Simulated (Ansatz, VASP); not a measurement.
# Al2O3 in VASP and in Ansatz

```xyz
5
Lattice="2.8672 0.0000 0.0000 -1.4336 2.4831 0.0000 0.0000 0.0000 7.7340" Properties=species:S:1:pos:R:3 pbc="T T T"
Al    0.0000    0.0000    1.4752
Al    0.0000    0.0000    6.2588
O     0.0000    1.6554    2.1972
O     1.4336    0.8277    0.0000
O     0.0000    1.6554    5.5368
```

Alike in both runs: task single point; functional PBE; dispersion D3(BJ); k mesh 9 × 9 × 4; occupations gaussian, width 0.05 eV; no spin polarisation.

|  | VASP | Ansatz |
| --- | --- | --- |
| version | VASP 6.6.1 | Ansatz 0.2.0 |
| potentials or method | VASP PAW PBE potentials, release 64 (Al, O), cutoff 520 eV | scalar-relativistic, plane waves, PAW |
| valence electrons in the cell | 24 | 24 |

Ansatz gave:

| Quantity | Value |
| --- | --- |
| gap on the k mesh at the Fermi level (eV) | 4.58 |
| least direct gap on the mesh (eV) | 4.71 |
| pressure (GPa) | -6.5 |
| traceless stress, the component that is largest in VASP (GPa) | -8.65 |
| rms of the force components (eV/Å) | 0.335 |

Problem. What did VASP give for the same quantities?

Solution. gap on the k mesh at the Fermi level (eV): 4.56; least direct gap on the mesh (eV): 4.69; pressure (GPa): -6.4; traceless stress, the component that is largest in VASP (GPa): -8.89; rms of the force components (eV/Å): 0.336.

Atom by atom the forces differ by 0.017 eV/Å (rms over components).
